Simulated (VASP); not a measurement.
Write the native input for VASP 6.6.1 that does the following.

* Task: relaxation of cell and atoms
* Functional: PBEsol
* Potentials or basis: VASP PAW PBE potentials, release 64 (Te, Be)
* Cutoff: 600 eV
* k mesh: 8 × 8 × 8
* Occupations: fermi-dirac, width 0.05 eV
* Spin: no spin polarisation
* Target pressure: 10 GPa
* Dipole correction: no
* Further INCAR settings: ALGO = Normal; EDIFF = 1e-07; IBRION = 2; EDIFFG = -0.01; NSW = 80; ISIF = 3

The structure of BeTe lies in POSCAR:

```
BeTe
1.0
    0.0000000000      2.7700000000      2.7700000000
    2.7700000000      0.0000000000      2.7700000000
    2.7700000000      2.7700000000      0.0000000000
Te Be
1 1
Direct
    0.7500000000      0.7500000000      0.7500000000
    0.0000000000      0.0000000000      0.0000000000
```

One way to write it, as run:

INCAR

```
SYSTEM = BeTe
  ALGO = Normal
  EDIFF = 1E-7
  EDIFFG = -0.01
  ENCUT = 600
  GGA = PS
  IBRION = 2
  ISIF = 3
  ISMEAR = -1
  LASPH = .True.
  LCHARG = .False.
  LREAL = .False.
  LWAVE = .False.
  NELM = 100
  NSW = 80
  PREC = Accurate
  PSTRESS = 100.0
  SIGMA = 0.05
```

KPOINTS

```
k-points
0
Gamma
  8 8 8
  0 0 0
```

Potentials or basis: VASP PAW PBE potentials, release 64 (Te, Be).

Command:

```bash
$ cat potpaw_PBE.64/Te/POTCAR potpaw_PBE.64/Be/POTCAR > POTCAR
$ mpirun -np 1 vasp_std > vasp.out
```

It gave:

```yaml
Relaxed_volume: 19.44 Å³/atom
Relaxed_cell: a = 3.803 Å, b = 3.803 Å, c = 3.803 Å, α = 60.00°, β = 60.00°, γ = 60.00°
Space_group_after_relaxing_to_0.05_Å: F-43m (No. 216)
Energy_change_on_relaxing_the_enthalpy_is_what_falls: +67.9 meV/atom
Ionic_steps: 3
Pressure_after_relaxing: 10.0 GPa
Band_gap_on_the_k_mesh: 1.48 eV, indirect (least direct gap 3.45 eV)
```

Caveat: the cell is relaxed towards a set pressure, so the enthalpy falls and the energy may rise; the PAW data sets were made with another functional, which shifts forces and pressure a little; spin-orbit coupling is left out, which moves the levels of the heavy elements.

Wall time 24 s on 1 thread of Intel(R) Xeon(R) Platinum 8375C CPU @ 2.90GHz (Ice Lake), with other jobs on the host, peak memory 0.18 GiB.
